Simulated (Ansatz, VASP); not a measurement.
## NaCl in VASP and in Ansatz

```
Na Cl
1.0
     0.00000    2.80625    2.80625
     2.80625    0.00000    2.80625
     2.80625    2.80625    0.00000
Na Cl
1 1
Cartesian
  0.0000 0.0000 0.0000
  2.8062 2.8062 2.8062
```

Alike in both runs: task single point; functional PBEsol; k mesh 8 × 8 × 8; occupations gaussian, width 0.05 eV; no spin polarisation.

|  | VASP | Ansatz |
| --- | --- | --- |
| version | VASP 6.6.1 | Ansatz 0.2.0 |
| potentials or method | VASP PAW PBE potentials, release 64 (Na_pv, Cl), cutoff 520 eV | scalar-relativistic, plane waves, PAW |
| valence electrons in the cell | 14 | 16 |

```csv
,VASP,Ansatz,Ansatz less VASP
gap on the k mesh at the Fermi level (eV),4.99,4.99,+0.004
least direct gap on the mesh (eV),4.99,4.99,+0.004
pressure (GPa),-0.1,-0.1,-0.02
```

VASP's potentials were made for PBE, not for PBEsol. VASP's potentials hold 14 valence electrons a cell and Ansatz's 16, so a difference there can come from the potentials and not from the codes.
